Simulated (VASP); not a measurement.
# CaSe (Fm-3m) in VASP: notebook, part 2 of 2

VASP 6.6.1. Earlier steps stand in the parts before.

### Step 4. Single point, HSE06

Contents of POSCAR:

```
CaSe
1.0
    0.0000000000      2.9675351113      2.9675351113
    2.9675351113      0.0000000000      2.9675351113
    2.9675351113      2.9675351113      0.0000000000
Ca Se
1 1
Direct
    0.0000000000      0.0000000000      0.0000000000
    0.5000000000      0.5000000000      0.5000000000
```

Contents of INCAR.step1:

```
PREC = Accurate
ENCUT = 520
EDIFF = 1E-5
ISMEAR = 0
SIGMA = 0.01
LREAL = F
LASPH = T
NELM = 80
ALGO = Normal
ISIF = 2
LWAVE = T
LCHARG = F
NBANDS = 15
GGA = PE
```

Contents of INCAR.step2:

```
PREC = Accurate
ENCUT = 520
EDIFF = 1E-6
ISMEAR = 0
SIGMA = 0.01
LREAL = F
LASPH = T
NELM = 80
ALGO = Normal
ISIF = 2
LWAVE = F
LCHARG = F
GGA = PE
LHFCALC = T
HFSCREEN = 0.2079
PRECFOCK = Normal
NBANDS = 15
ISTART = 1
```

Contents of KPOINTS:

```
Automatic mesh
0
Gamma
  4 4 4
```

Potentials or basis: VASP PAW PBE potentials, release 64 (Ca_sv, Se).

Command:

```
$ cat potpaw_PBE.64/Ca_sv/POTCAR potpaw_PBE.64/Se/POTCAR > POTCAR
$ cp INCAR.step1 INCAR
$ mpirun -np 1 vasp_std > vasp.out
$ cp INCAR.step2 INCAR
$ mpirun -np 1 vasp_std > vasp.out
```

OUTCAR:

```text
PREC = Accurate
   ENCUT = 520
   EDIFF = 1E-6
   ISMEAR = 0
   LREAL = F
   LASPH = T
   NELM = 80
   ISIF = 2
   GGA = PE
   LHFCALC = T
   HFSCREEN = 0.2079
   PRECFOCK = Normal
   ISTART = 1

 ion  position               nearest neighbor table
   1  0.000  0.000  0.000-   2 2.97   2 2.97   2 2.97   2 2.97   2 2.97   2 2.97
   2  0.500  0.500  0.500-   1 2.97   1 2.97   1 2.97   1 2.97   1 2.97   1 2.97

  LATTYP: Found a face centered cubic cell.
 ALAT       =     5.9350702226

  Lattice vectors:

 A1 = (   0.0000000000,   2.9675351113,   2.9675351113)
 A2 = (   2.9675351113,   0.0000000000,   2.9675351113)
 A3 = (   2.9675351113,   2.9675351113,   0.0000000000)

Analysis of symmetry for initial positions (statically):
=====================================================================
 Subroutine PRICEL returns:
 Original cell was already a primitive cell.

 Routine SETGRP: Setting up the symmetry group for a
 face centered cubic supercell.

 Subroutine GETGRP returns: Found 48 space group operations
 (whereof 48 operations were pure point group operations)
 out of a pool of 48 trial point group operations.

The static configuration has the point symmetry O_h .

Analysis of symmetry for dynamics (positions and initial velocities):
=====================================================================
 Subroutine PRICEL returns:
 Original cell was already a primitive cell.

 Routine SETGRP: Setting up the symmetry group for a
 face centered cubic supercell.

 Subroutine GETGRP returns: Found 48 space group operations
 (whereof 48 operations were pure point group operations)
 out of a pool of 48 trial point group operations.

The dynamic configuration has the point symmetry O_h .

 Subroutine INISYM returns: Found 48 space group operations
 (whereof 48 operations are pure point group operations),
 and found     1 'primitive' translations

----------------------------------------------------------------------------------------

                                     Primitive cell

  volume of cell :      52.2658

  direct lattice vectors                    reciprocal lattice vectors
     0.000000000  2.967535111  2.967535111    -0.168490003  0.168490003  0.168490003
     2.967535111  0.000000000  2.967535111     0.168490003 -0.168490003  0.168490003
     2.967535111  2.967535111  0.000000000     0.168490003  0.168490003 -0.168490003

  length of vectors
     4.196728401  4.196728401  4.196728401     0.291833246  0.291833246  0.291833246

  position of ions in fractional coordinates (direct lattice)
     0.000000000  0.000000000  0.000000000
     0.500000000  0.500000000  0.500000000

  ion indices of the primitive-cell ions
   primitive index   ion index
                 1           1
                 2           2

----------------------------------------------------------------------------------------

 KPOINTS: Automatic mesh

Automatic generation of k-mesh.
 Grid dimensions read from file:
 generate k-points for:    4    4    4

[... 32 lines left out ...]
   dimension x,y,z NGXF=    64 NGYF=   64 NGZF=   64
   ions per type =               1   1
   NGX,Y,Z   is equivalent  to a cutoff of  12.68, 12.68, 12.68 a.u.
   NGXF,Y,Z  is equivalent  to a cutoff of  25.35, 25.35, 25.35 a.u.
 SYSTEM =  unknown system
   PREC   = accura    normal or accurate (medium, high low for compatibility)
   ISTART =      1    job   : 0-new  1-cont  2-samecut
   ICHARG =      0    charge: 1-file 2-atom 10-const
   ISPIN  =      1    spin polarized calculation?
   LNONCOLLINEAR =      F non collinear calculations
   LSORBIT =      F    spin-orbit coupling
   LASPH  =      T    aspherical Exc in radial PAW
   ENCUT  =  520.0 eV  38.22 Ry    6.18 a.u.   7.80  7.80  7.80*2*pi/ulx,y,z
   NELM   =     80;   NELMIN=  2; NELMDL=  0     # of ELM steps
   EDIFF  = 0.1E-05   stopping-criterion for ELM
   LREAL  =      F    real-space projection
   EDIFFG = 0.1E-04   stopping-criterion for IOM
   NSW    =      0    number of steps for IOM
   IBRION =     -1    ionic relax: 0-MD 1-quasi-New 2-CG
   NFREE  =      0    steps in history (QN), initial steepest desc. (CG)
   ISIF   =      2    stress and relaxation
   ISYM   =      3    0-nonsym 1-usesym 2-fastsym
   POTIM  = 0.5000    time-step for ionic-motion
   TEBEG  =    0.0;   TEEND  =   0.0 temperature during run
   PSTRESS=    0.0 pullay stress
   NELECT =      16.0000    total number of electrons
   NUPDOWN=      -1.0000    fix difference up-down
   EMIN   =  10.00;   EMAX   =-10.00  energy-range for DOS
   EFERMI =   0.00;   METHOD = LEGACY
   ISMEAR =     0;   SIGMA  =   0.01  broadening in eV -4-tet -1-fermi 0-gaus
   EFERMI_NEDOS =   21; number of points for ismear=-14 and -15
   IALGO  =     38    algorithm
   IMIX   =      1    mixing-type and parameters
     AMIX     =   0.40;   BMIX     =  1.00
     AMIX_MAG =   1.60;   BMIX_MAG =  1.00
  volume/ion in A,a.u.               =      26.13       176.35
  Fermi-wavevector in a.u.,A,eV,Ry     =   1.103339  2.085008 16.563146  1.217357
  Thomas-Fermi vector in A             =   2.239796
   LORBIT       =      0    0 simple, 1 ext, 2 COOP (PROOUT), +10 PAW based schemes
   GGA     = PE    functional components
   LHFCALC =     T    Hartree Fock is set to
   PRECFOCK=normal    Normal, Fast or Accurate (Low or Medium for compatibility)
   ENCUT4O =  -1.0   cutoff for four orbital integrals eV
   NKREDX  =     1    reduce k-point grid by
   NKREDY  =     1    reduce k-point grid by
   NKREDZ  =     1    reduce k-point grid by
   AEXX    =    0.2500 exact exchange contribution
   HFSCREEN=    0.2079 screening length (either q_TF or 0.3 A-1)
   HFSCREENC=   0.2079 screening length for correlation (either q_TF or 0.3 A-1)
   ENCUTFOCK=  -1.0 apply spherical cutoff to Coloumb kernel
   IVDW    =     0    specifies the selected vdW correction
   LEPSILON=     F    determine dielectric tensor
   LRPA    =     F    only Hartree local field effects (RPA)
 non-spin polarized calculation
 Gauss-broadening in eV      SIGMA  =   0.01
  energy-cutoff  :      520.00
  volume of cell :       52.27
 maximum number of plane-waves:      1424
  NGX = 24; NGY = 24; NGZ = 24

 number of electron      15.9999997 magnetization

 Free energy of the ion-electron system (eV)
  ---------------------------------------------------
  ext. energy  EPLUGINS =         0.00000000
  ---------------------------------------------------
  free energy    TOTEN  =       -10.67575369 eV

  energy without entropy =      -10.67575369  energy(sigma->0) =      -10.67575369

 E-fermi :   1.9575     XC(G=0):  -7.5921

 val. band max:        1.8070221483   @ k =   0.0000   0.0000   0.0000
 cond. band min:       4.8163350237   @ k =   0.5000   0.5000   0.0000
 fundamental gap:      3.0093128755
 Fermi energy:         1.9575445551

 k-point     1 :       0.0000    0.0000    0.0000
  band No.  band energies     occupation
      1     -41.0455      2.00000
      2     -20.5624      2.00000
      3     -20.5624      2.00000
      4     -20.5624      2.00000
      5     -11.0544      2.00000
      6       1.8070      2.00000
      7       1.8070      2.00000
      8       1.8070      2.00000
      9       6.0483      0.00000
     10       6.7414      0.00000
     11       6.7414      0.00000
     12       6.7414      0.00000
     13       7.3744      0.00000
     14       7.3744      0.00000
[... 113 lines left out ...]
      2     -20.6240      2.00000
      3     -20.6240      2.00000
      4     -20.6035      2.00000
      5     -10.2966      2.00000
      6      -0.3373      2.00000
      7      -0.3373      2.00000
      8       0.0298      2.00000
      9       7.4449      0.00000
     10       7.4449      0.00000
     11       8.2600      0.00000
     12       9.0802      0.00000
     13       9.5222      0.00000
     14      11.8733      0.00000
     15      11.8939      0.00000

------------------------ aborting loop because EDIFF is reached ----------------------------------------

  FORCE on cell =-STRESS in cart. coord.  units (eV):
  Direction    XX          YY          ZZ          XY          YZ          ZX
  --------------------------------------------------------------------------------------
  -------------------------------------------------------------------------------------
  Total        0.1091674      0.1091674      0.1091674      0.0000000     -0.0000000     -0.0000000
  in kB        3.3464639      3.3464639      3.3464639      0.0000000     -0.0000000     -0.0000000
  external PRESSURE =       3.3464639 kB  Pullay stress =       0.0000000 kB

 VOLUME and BASIS-vectors are now :
 -----------------------------------------------------------------------------
  energy-cutoff  :      520.00
  volume of cell :       52.27
      direct lattice vectors                 reciprocal lattice vectors
     0.000000000  2.967535111  2.967535111    -0.168490003  0.168490003  0.168490003
     2.967535111  0.000000000  2.967535111     0.168490003 -0.168490003  0.168490003
     2.967535111  2.967535111  0.000000000     0.168490003  0.168490003 -0.168490003

 POSITION                                       TOTAL-FORCE (eV/Angst)
 -----------------------------------------------------------------------------------
      0.00000      0.00000      0.00000         0.000000      0.000000      0.000000
      2.96754      2.96754      2.96754        -0.000000     -0.000000     -0.000000
 -----------------------------------------------------------------------------------
    total drift:                               -0.000000     -0.000000     -0.000000

  FREE ENERGIE OF THE ION-ELECTRON SYSTEM (eV)
  ---------------------------------------------------
  free  energy   TOTEN  =       -10.6757536902 eV

  energy  without entropy=      -10.6757536902  energy(sigma->0) =      -10.67575369
```

OUTCAR.step1:

```text
PREC = Accurate
   ENCUT = 520
   EDIFF = 1E-5
   ISMEAR = 0
   LREAL = F
   LASPH = T
[... 345 lines left out ...]
 -----------------------------------------------------------------------------------
      0.00000      0.00000      0.00000         0.000000     -0.000000     -0.000000
      2.96754      2.96754      2.96754        -0.000000      0.000000      0.000000
 -----------------------------------------------------------------------------------
    total drift:                                0.000000     -0.000000     -0.000000

  FREE ENERGIE OF THE ION-ELECTRON SYSTEM (eV)
  ---------------------------------------------------
  free  energy   TOTEN  =        -9.4681420172 eV

  energy  without entropy=       -9.4681420172  energy(sigma->0) =       -9.46814202
```

Wall time 4 min (1 thread of Intel Xeon Platinum 8488C (Sapphire Rapids), shared host); peak memory 0.27 GiB.

What came out:

```
Free energy            : -10.6758 eV
Pressure               : 0.3 GPa
Band gap on the k mesh : 3.01 eV (least direct gap 4.04 eV)
```

Levels at points of the mesh, in eV from the valence-band top:
| k point | band 4 | band 5 | band 6 | band 7 | band 8 | band 9 | band 10 | band 11 | band 12 | band 13 |
| --- | --- | --- | --- | --- | --- | --- | --- | --- | --- | --- |
| (0.00, 0.00, 0.00) | -22.37 | -12.86 | 0.00 | 0.00 | 0.00 | 4.24 | 4.93 | 4.93 | 4.93 | 5.57 |
| (0.50, 0.00, 0.00) | -22.38 | -12.08 | -3.54 | -1.23 | -1.23 | 5.37 | 6.96 | 7.08 | 7.08 | 9.07 |
| (0.50, 0.50, 0.00) | -22.40 | -12.20 | -2.76 | -1.03 | -1.03 | 3.01 | 5.98 | 6.47 | 7.60 | 7.71 |

Caveat: the k points lie up to 0.46 Å⁻¹ apart; the PAW data sets were made with another functional, which shifts forces and pressure a little. A k mesh can miss the band edges.

### Step 5. The runs side by side

| level | k mesh | grid for exact exchange (PRECFOCK) | share of exact exchange | screening parameter | gap on the mesh (eV) | pressure (GPa) |
| --- | --- | --- | --- | --- | --- | --- |
| r2SCAN | 4 × 4 × 4 | - | - | - | 2.51 | 0.3 |
| PBE | 6 × 6 × 6 | - | - | - | 2.05 | 0.7 |
| HSE06 | 4 × 4 × 4 | Normal | 0.25 | 0.2079 1/Å | 3.01 | 0.3 |

Alike in all rows: task single point; potentials or basis VASP PAW PBE potentials, release 64 (Ca_sv, Se); no spin polarisation; cell as given; cutoff (eV) 520; smearing gaussian 0.01 eV.

Caveats: some runs use coarse meshes; the PAW data sets were made with another functional, which shifts forces and pressure a little (at least some runs).

Absolute energies hang on the potentials; compare differences alone.
